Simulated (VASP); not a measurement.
## Sc: single point with PBE

Sc:

```
CELL_PARAMETERS angstrom
3.30880 0.00000 0.00000
-1.65440 2.86550 0.00000
0.00000 0.00000 5.21532
ATOMIC_POSITIONS crystal
Sc 0.33333 0.66667 0.25000
Sc 0.66667 0.33333 0.75000
```

This cell differs from its parent crystal: strain -0.0100 x Voigt [0, 0, 1, 0, 0, 0].

```yaml
Program: VASP 6.6.1
Task: single point
Functional: PBE
Potentials_or_basis: VASP PAW PBE potentials, release 64 (Sc_sv)
Cutoff: 520 eV
k_mesh: 18 × 18 × 10
Occupations: gaussian, width 0.15 eV
Spin: no spin polarisation
```

* Pressure: -0.1 GPa
* Band gap on the k mesh: zero (band 11 reaches 4.59 eV, above the bottom of band 12 at 3.18 eV)

Stress tensor (GPa, compression positive):
```
 0.23  0.00  0.00
 0.00  0.23  0.00
 0.00  0.00 -0.65
```

Levels at points of the mesh, in eV from the Fermi level:
| k point | band 7 | band 8 | band 9 | band 10 | band 11 | band 12 | band 13 | band 14 | band 15 | band 16 |
| --- | --- | --- | --- | --- | --- | --- | --- | --- | --- | --- |
| (0.00, 0.00, 0.00) | -27.85 | -27.83 | -5.12 | -1.65 | 0.52 | 1.60 | 1.60 | 1.78 | 2.03 | 2.03 |
| (0.50, 0.00, 0.00) | -27.93 | -27.89 | -1.60 | -1.05 | -0.68 | -0.32 | 1.25 | 1.38 | 1.82 | 3.75 |
| (0.00, 0.00, 0.50) | -27.88 | -27.88 | -3.61 | -3.61 | 0.93 | 0.93 | 1.53 | 1.53 | 1.53 | 1.53 |
| (0.50, 0.00, 0.50) | -27.93 | -27.93 | -1.47 | -1.47 | 0.06 | 0.06 | 1.26 | 1.26 | 2.39 | 2.39 |

Run time: 2.2 min on 1 thread of AMD EPYC 9R45 96-Core Processor (Zen 5), on a shared host, peak memory 0.26 GiB.

Caveat: the cell differs from its parent crystal (strain -0.0100 x Voigt [0, 0, 1, 0, 0, 0]).
